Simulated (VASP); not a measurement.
CaS, 2 atoms in the cell. It takes space group Fm-3m (No. 225, cubic). Conventional cell: a = 5.705 Å, b = 5.705 Å, c = 5.705 Å, α = 90.00°, β = 90.00°, γ = 90.00°. Ca (site symmetry m-3m) has 6 S at 2.85 Å within 3.8 Å. Within 3.8 Å of S (site symmetry m-3m) lie 6 Ca at 2.85 Å. 

```yaml
Program: VASP 6.6.1
Task: single point
Functional: PBE
Potentials_or_basis: VASP PAW PBE potentials, release 64 (Ca_sv, S)
Cutoff: 500 eV
k_mesh: 2 × 2 × 2, shifted
Occupations: gaussian, width 0.1 eV
Spin: no spin polarisation
Dipole_correction: no
Charge: 2
Further_INCAR_settings: ALGO = Normal; EDIFF = 1e-06; NBANDS = 15; ISYM = 0; NELECT = 14.0
```

Potentials or basis: VASP PAW PBE potentials, release 64 (Ca_sv, S).

Run with:

```sh
$ cat potpaw_PBE.64/Ca_sv/POTCAR potpaw_PBE.64/S/POTCAR > POTCAR
$ mpirun -np 1 vasp_std > vasp.out
```

Hardware: 1 thread of Intel(R) Xeon(R) Platinum 8375C CPU @ 2.90GHz (Ice Lake) (shared host).

Question: Estimate the wall time of this run.

Answer: Wall time 19 s on 1 thread of Intel(R) Xeon(R) Platinum 8375C CPU @ 2.90GHz (Ice Lake), with other jobs on the host, peak memory 0.17 GiB. Counts: scf iterations 13, k points 32.
